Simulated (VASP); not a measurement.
# Rh (P6_3/mmc) in VASP: notebook

Rh is run at these levels: LDA; tasks: single point.

Program: VASP 6.6.1. These are calculated values, not measurements. Logs are shortened: lines on timing, memory, paths and dates and some standing lists are left out, and cuts for length are marked.

## (1) The cell of the first run

The structure is hexagonal, space group P6_3/mmc (No. 194). The conventional cell has a = 2.808 Å, b = 2.808 Å, c = 4.189 Å, α = 90.00°, β = 90.00°, γ = 120.00°. Rh (site symmetry -6m2) has 12 Rh at 2.65 to 2.81 Å within 3.5 Å.

This isn't the form of Rh at room conditions, which is fcc.

## (2) Single point, LDA

INCAR

```
SYSTEM = Rh
PREC = Accurate
ENCUT = 520
EDIFF = 1E-6
ISMEAR = 0
SIGMA = 0.15
LREAL = .False.
LASPH = .True.
NELM = 80
ALGO = Fast
ISIF = 2
LWAVE = .False.
LCHARG = .True.
LELF = .True.
LVHAR = .True.
NBANDS = 22
```

KPOINTS

```
Automatic mesh
0
Gamma
  24 24 12
  0 0 0
```

POSCAR

```
Rh
1.0
    2.8079481983      0.0000000000      0.0000000000
   -1.4039740991      2.4317544722      0.0000000000
    0.0000000000      0.0000000000      4.1890362815
Rh
2
Direct
    0.6666666667      0.3333333333      0.7500000000
    0.3333333333      0.6666666667      0.2500000000
```

Potentials or basis: VASP PAW LDA potentials, release 64 (Rh_pv).

Launch:

```
$ cat potpaw_LDA.64/Rh_pv/POTCAR > POTCAR
$ mpirun -np 1 vasp_std > vasp.out
```

OUTCAR:

```text
SYSTEM = Rh
   PREC = Accurate
   ENCUT = 520
   EDIFF = 1E-6
   ISMEAR = 0
   LREAL = .False.
   LASPH = .True.
   NELM = 80
   ISIF = 2

 ion  position               nearest neighbor table
   1  0.667  0.333  0.750-   2 2.65   2 2.65   2 2.65   2 2.65   2 2.65   2 2.65
   2  0.333  0.667  0.250-   1 2.65   1 2.65   1 2.65   1 2.65   1 2.65   1 2.65

  LATTYP: Found a hexagonal cell.
 ALAT       =     2.8079481983
 C/A-ratio  =     1.4918495591

  Lattice vectors:

 A1 = (   2.8079481983,   0.0000000000,   0.0000000000)
 A2 = (  -1.4039740991,   2.4317544722,   0.0000000000)
 A3 = (   0.0000000000,   0.0000000000,   4.1890362815)

Analysis of symmetry for initial positions (statically):
=====================================================================
 Subroutine PRICEL returns:
 Original cell was already a primitive cell.

 Routine SETGRP: Setting up the symmetry group for a
 hexagonal supercell.

 Subroutine GETGRP returns: Found 24 space group operations
 (whereof 12 operations were pure point group operations)
 out of a pool of 24 trial point group operations.

The static configuration has the point symmetry D_3d.
 The point group associated with its full space group is D_6h.

Analysis of symmetry for dynamics (positions and initial velocities):
=====================================================================
 Subroutine PRICEL returns:
 Original cell was already a primitive cell.

 Routine SETGRP: Setting up the symmetry group for a
 hexagonal supercell.

 Subroutine GETGRP returns: Found 24 space group operations
 (whereof 12 operations were pure point group operations)
 out of a pool of 24 trial point group operations.

The dynamic configuration has the point symmetry D_3d.
 The point group associated with its full space group is D_6h.

 Subroutine INISYM returns: Found 24 space group operations
 (whereof 12 operations are pure point group operations),
 and found     1 'primitive' translations

----------------------------------------------------------------------------------------

                                     Primitive cell

  volume of cell :      28.6037

  direct lattice vectors                    reciprocal lattice vectors
     2.807948198  0.000000000  0.000000000     0.356131926  0.205612863  0.000000000
    -1.403974099  2.431754472  0.000000000     0.000000000  0.411225727  0.000000000
     0.000000000  0.000000000  4.189036281     0.000000000  0.000000000  0.238718391

  length of vectors
     2.807948198  2.807948198  4.189036281     0.411225727  0.411225727  0.238718391

  position of ions in fractional coordinates (direct lattice)
     0.666666667  0.333333333  0.750000000
     0.333333333  0.666666667  0.250000000

  ion indices of the primitive-cell ions
   primitive index   ion index
                 1           1
                 2           2

----------------------------------------------------------------------------------------

 KPOINTS: Automatic mesh

Automatic generation of k-mesh.
 Grid dimensions read from file:
 generate k-points for:   24   24   12

 Generating k-lattice:

  Cartesian coordinates                     Fractional coordinates (reciprocal lattice)
     0.014838830  0.008567203  0.000000000     0.041666667  0.000000000  0.000000000
     0.000000000  0.017134405  0.000000000     0.000000000  0.041666667  0.000000000
     0.000000000  0.000000000  0.019893199     0.000000000  0.000000000  0.083333333

  Length of vectors
     0.017134405  0.017134405  0.019893199

  Shift w.r.t. Gamma in fractional coordinates (k-lattice)
     0.000000000  0.000000000  0.000000000

 Subroutine IBZKPT returns following result:
 ===========================================

 Found    427 irreducible k-points:

 Following reciprocal coordinates:
            Coordinates               Weight
  0.000000  0.000000  0.000000      1.000000
  0.041667  0.000000  0.000000      6.000000
  0.083333  0.000000  0.000000      6.000000
  0.125000  0.000000  0.000000      6.000000
  0.166667  0.000000  0.000000      6.000000
  0.208333  0.000000  0.000000      6.000000
[... 16 lines left out ...]
  0.416667  0.041667  0.000000     12.000000
  0.458333  0.041667  0.000000     12.000000
 [... further k-points ...]
   k-points           NKPTS =    427   k-points in BZ     NKDIM =    427   number of bands    NBANDS=     22
   number of dos      NEDOS =    301   number of ions     NIONS =      2
   total plane-waves  NPLWV =  18432
   dimension x,y,z NGX =    24 NGY =   24 NGZ =   32
   dimension x,y,z NGXF=    48 NGYF=   48 NGZF=   64
   ions per type =               2
   NGX,Y,Z   is equivalent  to a cutoff of  14.21, 14.21, 12.70 a.u.
   NGXF,Y,Z  is equivalent  to a cutoff of  28.42, 28.42, 25.40 a.u.
 SYSTEM =  Rh
   PREC   = accura    normal or accurate (medium, high low for compatibility)
   ISTART =      0    job   : 0-new  1-cont  2-samecut
   ICHARG =      2    charge: 1-file 2-atom 10-const
   ISPIN  =      1    spin polarized calculation?
   LNONCOLLINEAR =      F non collinear calculations
   LSORBIT =      F    spin-orbit coupling
   LASPH  =      T    aspherical Exc in radial PAW
   ENCUT  =  520.0 eV  38.22 Ry    6.18 a.u.   5.22  5.22  7.79*2*pi/ulx,y,z
   NELM   =     80;   NELMIN=  2; NELMDL= -5     # of ELM steps
   EDIFF  = 0.1E-05   stopping-criterion for ELM
   LREAL  =      F    real-space projection
   EDIFFG = 0.1E-04   stopping-criterion for IOM
   NSW    =      0    number of steps for IOM
   IBRION =     -1    ionic relax: 0-MD 1-quasi-New 2-CG
   NFREE  =      0    steps in history (QN), initial steepest desc. (CG)
   ISIF   =      2    stress and relaxation
   ISYM   =      2    0-nonsym 1-usesym 2-fastsym
   POTIM  = 0.5000    time-step for ionic-motion
   TEBEG  =    0.0;   TEEND  =   0.0 temperature during run
   PSTRESS=    0.0 pullay stress
   NELECT =      30.0000    total number of electrons
   NUPDOWN=      -1.0000    fix difference up-down
   EMIN   =  10.00;   EMAX   =-10.00  energy-range for DOS
   EFERMI =   0.00;   METHOD = LEGACY
   ISMEAR =     0;   SIGMA  =   0.15  broadening in eV -4-tet -1-fermi 0-gaus
   EFERMI_NEDOS =   21; number of points for ismear=-14 and -15
   IALGO  =     68    algorithm
   IMIX   =      4    mixing-type and parameters
     AMIX     =   0.40;   BMIX     =  1.00
     AMIX_MAG =   1.60;   BMIX_MAG =  1.00
  volume/ion in A,a.u.               =      14.30        96.51
  Fermi-wavevector in a.u.,A,eV,Ry     =   1.663314  3.143208 37.642066  2.766614
  Thomas-Fermi vector in A             =   2.750053
   LORBIT       =      0    0 simple, 1 ext, 2 COOP (PROOUT), +10 PAW based schemes
   GGA     = CA    functional components
   LHFCALC =     F    Hartree Fock is set to
   AEXX    =    0.0000 exact exchange contribution
   IVDW    =     0    specifies the selected vdW correction
   LEPSILON=     F    determine dielectric tensor
   LRPA    =     F    only Hartree local field effects (RPA)
 non-spin polarized calculation
 RMM-DIIS sequential band-by-band and
 Gauss-broadening in eV      SIGMA  =   0.15
  energy-cutoff  :      520.00
  volume of cell :       28.60
 maximum number of plane-waves:       784
 NGX is ok and might be reduce to    24
   NGX = 11   NGY = 11   NGZ = 15

 number of electron      29.9999989 magnetization

 Free energy of the ion-electron system (eV)
  ---------------------------------------------------
  ext. energy  EPLUGINS =         0.00000000
  ---------------------------------------------------
  free energy    TOTEN  =       -17.10762117 eV

  energy without entropy =      -17.06465665  energy(sigma->0) =      -17.08613891

 E-fermi :  11.1113     XC(G=0): -14.0924

 val. band max:       11.1110893595   @ k =   0.1250   0.0000   0.5000
 cond. band min:      11.1115265753   @ k =   0.3750   0.0417   0.0000
 fundamental gap:      0.0004372158
 Fermi energy:        11.1112677671

 k-point     1 :       0.0000    0.0000    0.0000
  band No.  band energies     occupation
      1     -35.8863      2.00000
      2     -35.2158      2.00000
      3     -35.2158      2.00000
      4     -35.0898      2.00000
      5     -35.0686      2.00000
      6     -35.0686      2.00000
[... 14 lines left out ...]
     21      29.8573      0.00000
     22      30.2394      0.00000

 k-point     2 :       0.0417    0.0000    0.0000
  band No.  band energies     occupation
      1     -35.8826      2.00000
      2     -35.2218      2.00000
      3     -35.2182      2.00000
      4     -35.0921      2.00000
      5     -35.0752      2.00000
      6     -35.0692      2.00000
[... 14 lines left out ...]
     21      29.8538      0.00000
     22      30.2831      0.00000

 k-point     3 :       0.0833    0.0000    0.0000
  band No.  band energies     occupation
      1     -35.8714      2.00000
      2     -35.2397      2.00000
      3     -35.2253      2.00000
      4     -35.0990      2.00000
      5     -35.0946      2.00000
      6     -35.0711      2.00000
[... 14 lines left out ...]
     21      29.6333      0.00000
     22      30.4130      0.00000

 k-point     4 :       0.1250    0.0000    0.0000
  band No.  band energies     occupation
      1     -35.8531      2.00000
      2     -35.2681      2.00000
      3     -35.2364      2.00000
      4     -35.1251      2.00000
      5     -35.1105      2.00000
      6     -35.0742      2.00000
[... 14 lines left out ...]
     21      29.0463      0.00000
     22      29.7481      0.00000

 k-point     5 :       0.1667    0.0000    0.0000
  band No.  band energies     occupation
      1     -35.8284      2.00000
      2     -35.3053      2.00000
      3     -35.2505      2.00000
      4     -35.1645      2.00000
      5     -35.1263      2.00000
      6     -35.0786      2.00000
[... 417 lines left out ...]
 k-point    22 :       0.3750    0.0417    0.0000
  band No.  band energies     occupation
      1     -35.6253      2.00000
      2     -35.5396      2.00000
      3     -35.4010      2.00000
      4     -35.3339      2.00000
      5     -35.2735      2.00000
      6     -35.1146      2.00000
[... 14 lines left out ...]
     21      23.4321      0.00000
     22      26.3220      0.00000

 k-point    23 :       0.4167    0.0417    0.0000
  band No.  band energies     occupation
      1     -35.5942      2.00000
      2     -35.5635      2.00000
      3     -35.4217      2.00000
      4     -35.3435      2.00000
      5     -35.2990      2.00000
      6     -35.1183      2.00000
[... 14 lines left out ...]
     21      22.9530      0.00000
     22      25.8937      0.00000

 k-point    24 :       0.4583    0.0417    0.0000
  band No.  band energies     occupation
      1     -35.5759      2.00000
      2     -35.5756      2.00000
      3     -35.4325      2.00000
      4     -35.3482      2.00000
      5     -35.3146      2.00000
      6     -35.1202      2.00000
[... 14 lines left out ...]
     21      22.6991      0.00000
     22      25.4487      0.00000

 [... further k-points ...]

------------------------ aborting loop because EDIFF is reached ----------------------------------------

  FORCE on cell =-STRESS in cart. coord.  units (eV):
  Direction    XX          YY          ZZ          XY          YZ          ZX
  --------------------------------------------------------------------------------------
  -------------------------------------------------------------------------------------
  Total       -3.9010075     -3.9010075     -1.1497927     -0.0000000      0.0000000      0.0000000
  in kB     -218.5065335   -218.5065334    -64.4031650     -0.0000000      0.0000000      0.0000000
  external PRESSURE =    -167.1387440 kB  Pullay stress =       0.0000000 kB

 VOLUME and BASIS-vectors are now :
 -----------------------------------------------------------------------------
  energy-cutoff  :      520.00
  volume of cell :       28.60
      direct lattice vectors                 reciprocal lattice vectors
     2.807948198  0.000000000  0.000000000     0.356131926  0.205612863  0.000000000
    -1.403974099  2.431754472  0.000000000     0.000000000  0.411225727  0.000000000
     0.000000000  0.000000000  4.189036281     0.000000000  0.000000000  0.238718391

 POSITION                                       TOTAL-FORCE (eV/Angst)
 -----------------------------------------------------------------------------------
      1.40397      0.81058      3.14178         0.000000      0.000000      0.000000
     -0.00000      1.62117      1.04726        -0.000000     -0.000000      0.000000
 -----------------------------------------------------------------------------------
    total drift:                               -0.000000      0.000000     -0.000000

  FREE ENERGIE OF THE ION-ELECTRON SYSTEM (eV)
  ---------------------------------------------------
  free  energy   TOTEN  =       -17.1076211663 eV

  energy  without entropy=      -17.0646566497  energy(sigma->0) =      -17.08613891
```

Run time: 87 s. Hardware: 1 thread of AMD EPYC 9R45 (Zen 5), shared host; peak memory 0.26 GiB.

Results:

| Item | Value |
| --- | --- |
| Free energy | -17.1076 eV |
| Pressure | -16.7 GPa |
| Band gap on the k mesh | zero (bands 15 and 16 overlap by 2.00 eV) |

Caveat: the stress differs along the axes, from -22 to -6 GPa.

(Continued in part 2 of 2.)
